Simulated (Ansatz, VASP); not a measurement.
Ba in VASP and in Ansatz

POSCAR

```
Ba
1.0
   -2.0329428863      2.0329428863      1.9228806461
    2.0329428863     -2.0329428863      1.9228806461
    2.0329428863      2.0329428863     -1.9228806461
Ba
1
Direct
    0.0000000000      0.0000000000      0.0000000000
```

The input INCAR.step1:

```
SYSTEM = Ba
PREC     = Accurate       ! precision mode
ENCUT    = 600            ! plane-wave cutoff, eV
ISMEAR   = 0              ! smearing method
SIGMA    = 0.1            ! smearing width, eV
LREAL    = .False.        ! projectors in reciprocal space
LASPH    = .True.         ! aspherical terms in the spheres
NELM     = 80             ! most SCF steps
GGA      = PE             ! functional
ALGO     = Normal         ! electronic algorithm
EDIFF    = 1E-4           ! SCF threshold, eV
LWAVE    = .True.         ! write WAVECAR
LCHARG   = .False.        ! write CHGCAR
```

INCAR.step2

```
SYSTEM = Ba
PREC     = Accurate       ! precision mode
ENCUT    = 600            ! plane-wave cutoff, eV
EDIFF    = 1E-6           ! SCF threshold, eV
ISMEAR   = 0              ! smearing method
SIGMA    = 0.1            ! smearing width, eV
LREAL    = .False.        ! projectors in reciprocal space
LASPH    = .True.         ! aspherical terms in the spheres
NELM     = 80             ! most SCF steps
ALGO     = Normal         ! electronic algorithm
ISIF     = 3              ! what is computed and relaxed
LWAVE    = .False.        ! write WAVECAR
LCHARG   = .False.        ! write CHGCAR
METAGGA  = R2SCAN         ! meta-GGA
LMIXTAU  = .True.       
IBRION   = 2              ! ionic algorithm
NSW      = 80             ! ionic steps
EDIFFG   = -0.05          ! ionic threshold
ISTART   = 1
```

KPOINTS

```
Automatic mesh
0
Gamma
  8 8 8
  0 0 0
```

Input for Ansatz:

```yaml
crystal:
  lattice:
    - [-2.0329428863, 2.0329428863, 1.9228806461]
    - [2.0329428863, -2.0329428863, 1.9228806461]
    - [2.0329428863, 2.0329428863, -1.9228806461]
  atoms:
    - { symbol: Ba, position: [0.0, 0.0, 0.0] }
basis:
  ecutwfc: 500
kpoints:
  mp_grid: { grid: [8, 8, 8] }
hamiltonian:
  xc: r2scan
scf:
  occupations: { method: gaussian, width: 0.1 }
output:
  forces: true
  stress: true
  eigenvalues: true
relax:
  adjacent_minimum: "off"
  f_tol: 0.05
  max_steps: 60
  cell: { stress_tol: 0.5 }
```

Alike in both runs: task relaxation of cell and atoms; functional r2SCAN; k mesh 8 × 8 × 8; occupations gaussian, width 0.1 eV; no spin polarisation.

|  | VASP | Ansatz |
| --- | --- | --- |
| version | VASP 6.6.1 | Ansatz 0.2.0 |
| potentials or method | VASP PAW PBE potentials, release 64 (Ba_sv), cutoff 600 eV | scalar-relativistic, plane waves, PAW |
| valence electrons in the cell | 10 | 10 |

|  | VASP | Ansatz | Ansatz less VASP |
| --- | --- | --- | --- |
| gap on the k mesh at the Fermi level, each at its own relaxed structure (eV) | none | none | - |
| relaxed volume (Å³/atom) | 65.45 | 63.12 | -2.325 |
| relaxed cell length with the largest relative difference (Å) | 4.397 | 4.345 | -0.0523 |

VASP's potentials were made for PBE, not for r2SCAN. A gap of «none» marks a metal or a gap that the smearing closes.

Spin-orbit coupling is off throughout. Noted on VASP's run: the volume moved by over 15 % at a fixed basis, so the end points are rough.
